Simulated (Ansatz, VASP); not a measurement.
One calculation of BN, two programs

The input POSCAR:

```
BN
1.0
    3.6096275117      0.0000000000      0.0000000000
    0.0000000000     -3.6096275117      0.0000000000
    0.0000000000      0.0000000000     -3.6096275117
B N
4 4
Direct
    0.0000000000      0.0000000000      0.0000000000
    0.5000000000      0.5000000000      0.0000000000
    0.5000000000      0.0000000000      0.5000000000
    0.0000000000      0.5000000000      0.5000000000
    0.7500000000      0.7396111164      0.7500000000
    0.2500000000      0.2500000000      0.7500000000
    0.2500000000      0.7500000000      0.2500000000
    0.7500000000      0.2500000000      0.2500000000
```

Contents of INCAR.step1:

```
PREC = Accurate
ENCUT = 520
ISMEAR = 0
SIGMA = 0.05
LREAL = F
LASPH = T
NELM = 100
NBANDS = 26
GGA = PE
ALGO = Normal
EDIFF = 1E-4
LWAVE = T
LCHARG = F
```

The input INCAR.step2:

```
PREC = Accurate
ENCUT = 520
EDIFF = 1E-7
ISMEAR = 0
SIGMA = 0.05
LREAL = F
LASPH = T
NELM = 100
ALGO = Normal
ISIF = 2
LWAVE = F
LCHARG = F
METAGGA = R2SCAN
LMIXTAU = T
NBANDS = 26
ISTART = 1
```

Contents of KPOINTS:

```
Automatic mesh
0
Gamma
  6 6 6
```

Input for Ansatz:

```yaml
crystal:
  lattice:
    - [3.6096275117, 0.0, 0.0]
    - [0.0, -3.6096275117, 0.0]
    - [0.0, 0.0, -3.6096275117]
  atoms:
    - { symbol: B, position: [0.0, 0.0, 0.0] }
    - { symbol: B, position: [0.5, 0.5, 0.0] }
    - { symbol: B, position: [0.5, 0.0, 0.5] }
    - { symbol: B, position: [0.0, 0.5, 0.5] }
    - { symbol: "N", position: [0.75, 0.7396111164, 0.75] }
    - { symbol: "N", position: [0.25, 0.25, 0.75] }
    - { symbol: "N", position: [0.25, 0.75, 0.25] }
    - { symbol: "N", position: [0.75, 0.25, 0.25] }
basis:
  ecutwfc: 500
kpoints:
  mp_grid: { grid: [6, 6, 6] }
hamiltonian:
  xc: r2scan
scf:
  occupations: { method: gaussian, width: 0.05 }
output:
  forces: true
  stress: true
  eigenvalues: true
```

Alike in both runs: task single point; functional r2SCAN; k mesh 6 × 6 × 6; occupations gaussian, width 0.05 eV; no spin polarisation.

|  | VASP | Ansatz |
| --- | --- | --- |
| version | VASP 6.6.1 | Ansatz 0.2.0 |
| potentials or method | VASP PAW PBE potentials, release 64 (B, N), cutoff 520 eV | scalar-relativistic, plane waves, PAW |
| valence electrons in the cell | 32 | 32 |

Ansatz gave:

| Item | Value |
| --- | --- |
| gap on the k mesh at the Fermi level (eV) | 4.91 |
| least direct gap on the mesh (eV) | 4.91 |
| pressure (GPa) | 0.2 |
| traceless stress, the component that is largest in VASP (GPa) | 0.11 |
| rms of the force components (eV/Å) | 0.310 |

Estimate VASP's values.

gap on the k mesh at the Fermi level (eV): 4.89; least direct gap on the mesh (eV): 4.89; pressure (GPa): 1.3; traceless stress, the component that is largest in VASP (GPa): 0.14; rms of the force components (eV/Å): 0.311.

VASP's potentials were made for PBE, not for r2SCAN. Atom by atom the forces differ by 0.002 eV/Å (rms over components). The functional is the same, so the differences come from potentials, cutoffs and numerics.
